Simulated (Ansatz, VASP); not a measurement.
# SrO in VASP and in Ansatz

The input INCAR:

```
SYSTEM = SrO
ALGO = Normal
EDIFF = 1E-7
ENCUT = 520
GGA = PE
ISIF = 2
ISMEAR = 0
LASPH = .TRUE.
LCHARG = .FALSE.
LREAL = .FALSE.
LWAVE = .FALSE.
NBANDS = 24
NELM = 60
PREC = Accurate
SIGMA = 0.01
```

KPOINTS

```
k-points
0
G
  6 6 4
  0 0 0
```

The input POSCAR:

```
SrO
1.0
    4.2467890956      0.0000000000      0.0000000000
   -2.1233945478      3.6778272413      0.0000000000
    0.0000000000      0.0000000000      5.1323355319
Sr O
2 2
Direct
    0.3333333333      0.6666666667     -0.0625006792
    0.6666666667      0.3333333333      0.4374993208
    0.3333333333      0.6666666667      0.4375006792
    0.6666666667      0.3333333333      0.9375006792
```

Input for Ansatz:

```yaml
crystal:
  lattice:
    - [4.2467890956, 0.0, 0.0]
    - [-2.1233945478, 3.6778272413, 0.0]
    - [0.0, 0.0, 5.1323355319]
  atoms:
    - { symbol: Sr, position: [0.3333333333, 0.6666666667, -0.0625006792] }
    - { symbol: Sr, position: [0.6666666667, 0.3333333333, 0.4374993208] }
    - { symbol: O, position: [0.3333333333, 0.6666666667, 0.4375006792] }
    - { symbol: O, position: [0.6666666667, 0.3333333333, 0.9375006792] }
kpoints:
  mp_grid: { grid: [6, 6, 4] }
hamiltonian:
  xc: pbe
scf:
  occupations: { method: fixed }
  n_extra_bands: 5
output:
  forces: true
  stress: true
  eigenvalues: true
```

Alike in both runs: task single point; functional PBE; k mesh 6 × 6 × 4; no spin polarisation.

```csv
,VASP,Ansatz
version,VASP 6.6.1,Ansatz 0.2.0
potentials or method,"VASP PAW PBE potentials, release 64 (Sr_sv, O)","plane waves, PAW"
plane-wave cutoff (eV),520,420
occupations,"gaussian, width 0.01 eV",fixed
valence electrons in the cell,32,32
```

VASP gave:

* gap on the k mesh at the Fermi level (eV): 2.69
* pressure (GPa): 2.8
* traceless stress, the component that is largest in VASP (GPa): 0.14

**Question.** Estimate Ansatz's values.

**Answer.** gap on the k mesh at the Fermi level (eV): 2.71; pressure (GPa): 2.2; traceless stress, the component that is largest in VASP (GPa): 0.14.

Ansatz's warnings: structure snapped to symmetry.
